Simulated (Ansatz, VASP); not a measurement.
KF in VASP and in Ansatz

Contents of INCAR:

```
PREC = Accurate ; ENCUT = 520
EDIFF = 1E-7 ; ISMEAR = -1
SIGMA = 0.01 ; LREAL = False
LASPH = True ; NELM = 100
ALGO = Normal ; ISIF = 2
LWAVE = False ; LCHARG = False
GGA = PS ; NBANDS = 15
```

File KPOINTS:

```
Automatic mesh
0
Gamma
  9 9 9
```

File POSCAR:

```
KF
1.0
    0.0000000000      2.6373671923      2.6373671923
    2.6373671923      0.0000000000      2.6373671923
    2.6373671923      2.6373671923      0.0000000000
K F
1 1
Direct
    0.0000000000      0.0000000000      0.0000000000
    0.5000000000      0.5000000000      0.5000000000
```

Input for Ansatz:

```yaml
crystal:
  lattice:
    - [0.0, 2.6373671923, 2.6373671923]
    - [2.6373671923, 0.0, 2.6373671923]
    - [2.6373671923, 2.6373671923, 0.0]
  atoms:
    - { symbol: K, position: [0.0, 0.0, 0.0] }
    - { symbol: F, position: [0.5, 0.5, 0.5] }
kpoints:
  mp_grid: { grid: [9, 9, 9] }
  band_path:
    path:
      - [0.0, 0.0, 0.0]
      - [0.5, 0.0, 0.5]
      - [0.625, 0.25, 0.625]
      - [0.375, 0.375, 0.75]
      - [0.0, 0.0, 0.0]
      - [0.5, 0.5, 0.5]
      - [0.5, 0.25, 0.75]
      - [0.5, 0.0, 0.5]
    npoints: 5
scf:
  occupations: { method: fermi_dirac, width: 0.01 }
hamiltonian:
  xc: pbesol
  pseudopotentials: { kind: all_electron, lapw: { basis_error: 0.001 } }
output:
  forces: true
  stress: true
  eigenvalues: true
```

Change from the starting cell: volume scaled by 0.96.

Alike in both runs: task single point; functional PBEsol; k mesh 9 × 9 × 9; occupations fermi-dirac, width 0.01 eV; no spin polarisation.

|  | VASP | Ansatz |
| --- | --- | --- |
| version | VASP 6.6.1 | Ansatz 0.2.0 |
| potentials or method | VASP PAW PBE potentials, release 64 (K_sv, F), cutoff 520 eV | all-electron LAPW, scalar-relativistic |

```tsv
	VASP	Ansatz	Ansatz less VASP
gap on the k mesh at the Fermi level (eV)	6.23	6.24	+0.012
pressure (GPa)	0.7	0.6	-0.08
```

VASP's potentials were made for PBE, not for PBEsol. Ansatz ran all-electron here, and VASP with PAW potentials.
